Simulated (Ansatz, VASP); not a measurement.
This is a calculation of Co for Ansatz 0.2.0.

The input input.yaml:

```yaml
crystal:
  lattice:
    - [2.4201280013, 0.0, 0.0]
    - [-1.2100640007, 2.0958923296, 0.0]
    - [0.0, 0.0, 7.9231214745]
  atoms:
    - { symbol: Co, position: [0.6666666667, 0.3333333333, 0.75], spin: 2.0 }
    - { symbol: Co, position: [0.0, 0.0, 0.5], spin: 2.0 }
    - { symbol: Co, position: [0.3333333333, 0.6666666667, 0.25], spin: 2.0 }
    - { symbol: Co, position: [0.0, 0.0, 0.0], spin: 2.0 }
hamiltonian:
  xc: { exchange: b88, correlation: pbe }
  pseudopotentials: { kind: paw }
magnetization:
  spin_polarized: true
kpoints:
  mp_grid: { grid: [12, 12, 4] }
scf:
  occupations: { method: fermi_dirac, width: 0.05 }
output:
  forces: true
  stress: true
  eigenvalues: true
```

Potentials or basis: Ansatz PAW.

Launch:

```console
$ ansatz run input.yaml --threads 2 --pin off --max-ram 5120MiB --backend cpu --events-out ev --progress --plain --runs-dir out
```

Problem. Translate it to VASP 6.6.1. Potentials there: VASP PAW PBE potentials, release 64 (Co).

Solution. As run (the cutoff follows the program's own potentials):

The input INCAR:

```
  PREC = Accurate
  ENCUT = 600
  EDIFF = 1E-6
  ISMEAR = -1
  SIGMA = 0.05
  LREAL = False
  LASPH = True
  NELM = 200
  ALGO = Normal
  ISIF = 2
  LWAVE = False
  LCHARG = True
  ISPIN = 2
  MAGMOM = 2 2 2 2
  LORBIT = 11
  LMAXMIX = 4
  GGA = LIBXC
  LIBXC1 = GGA_X_B88
  LIBXC2 = GGA_C_PBE
  LELF = True
  LVHAR = True
  NBANDS = 30
  GGA_COMPAT = False
```

The input KPOINTS:

```
regular mesh
0
Gamma
  12 12 4
```

The input POSCAR:

```
Co
1.0
    2.4201280013      0.0000000000      0.0000000000
   -1.2100640007      2.0958923296      0.0000000000
    0.0000000000      0.0000000000      7.9231214745
Co
4
Direct
    0.6666666667      0.3333333333      0.7500000000
    0.0000000000      0.0000000000      0.5000000000
    0.3333333333      0.6666666667      0.2500000000
    0.0000000000      0.0000000000      0.0000000000
```

Potentials or basis: VASP PAW PBE potentials, release 64 (Co).

The run is started by

```bash
$ cat potpaw_PBE.64/Co/POTCAR > POTCAR
$ mpirun -np 1 vasp_std > vasp.out
```

Both were run:

|  | VASP | Ansatz | Ansatz less VASP |
| --- | --- | --- | --- |
| gap on the k mesh at the Fermi level (eV) | none | none | - |
| pressure (GPa) | 18.6 | 20.0 | +1.39 |
| traceless stress, the component that is largest in VASP (GPa) | -2.43 | -2.55 | -0.117 |
| net moment per atom (μB) | 1.55 | 1.56 | +0.009 |
| size of the moment on the site where the two differ most (μB) | 1.56 | 1.63 | +0.067 |

VASP's potentials were made for PBE, not for b88 exchange, pbe correlation. Site moments also hang on the region over which each program counts them. A gap of «none» marks a metal or a gap that the smearing closes. With one functional, cell and mesh, what is left measures potentials, basis and numerics. VASP's potentials hold 36 valence electrons a cell and Ansatz's 68, so a difference there can come from the potentials and not from the codes.
